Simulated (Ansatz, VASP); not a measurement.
**BaF2 in VASP and in Ansatz**

File INCAR:

```
SYSTEM = BaF2
  PREC = Accurate
  ENCUT = 600
  EDIFF = 1E-6
  ISMEAR = 0
  SIGMA = 0.02
  LREAL = .FALSE.
  LASPH = .TRUE.
  NELM = 120
  ALGO = Normal
  ISIF = 2
  LWAVE = .FALSE.
  LCHARG = .FALSE.
  GGA = PE
  NBANDS = 19
  GGA_COMPAT = .FALSE.
```

Contents of KPOINTS:

```
Automatic mesh
0
G
  6 6 6
  0 0 0
```

File POSCAR:

```
BaF2
1.0
    0.0000000000      3.0443444327      3.0443444327
    3.0443444327      0.0000000000      3.0443444327
    3.0443444327      3.0443444327      0.0000000000
Ba F
1 2
Direct
    0.0000000000      0.0000000000      0.0000000000
    0.2500000000      0.2500000000      0.2500000000
    0.7500000000      0.7500000000      0.7500000000
```

Input for Ansatz:

```yaml
crystal:
  lattice:
    - [0.0, 3.0443444327, 3.0443444327]
    - [3.0443444327, 0.0, 3.0443444327]
    - [3.0443444327, 3.0443444327, 0.0]
  atoms:
    - { symbol: Ba, position: [0.0, 0.0, 0.0] }
    - { symbol: F, position: [0.25, 0.25, 0.25] }
    - { symbol: F, position: [0.75, 0.75, 0.75] }
basis:
  ecutwfc: 420
kpoints:
  mp_grid: { grid: [6, 6, 6] }
hamiltonian:
  xc: pbe
scf:
  occupations: { method: gaussian, width: 0.02 }
output:
  forces: true
  stress: true
  eigenvalues: true
```

Alike in both runs: task single point; functional PBE; k mesh 6 × 6 × 6; occupations gaussian, width 0.02 eV; no spin polarisation.

|  | VASP | Ansatz |
| --- | --- | --- |
| version | VASP 6.6.1 | Ansatz 0.2.0 |
| potentials or method | VASP PAW PBE potentials, release 64 (Ba_sv, F), cutoff 600 eV | scalar-relativistic, plane waves, PAW |
| valence electrons in the cell | 24 | 24 |

VASP gave:

- gap on the k mesh at the Fermi level (eV): 7.02
- least direct gap on the mesh (eV): 7.11
- pressure (GPa): 6.3

Task: Estimate Ansatz's values.

Result: gap on the k mesh at the Fermi level (eV): 7.11; least direct gap on the mesh (eV): 7.20; pressure (GPa): 5.0.

The functional is the same, so the differences come from potentials, cutoffs and numerics.

Spin-orbit coupling is off throughout.
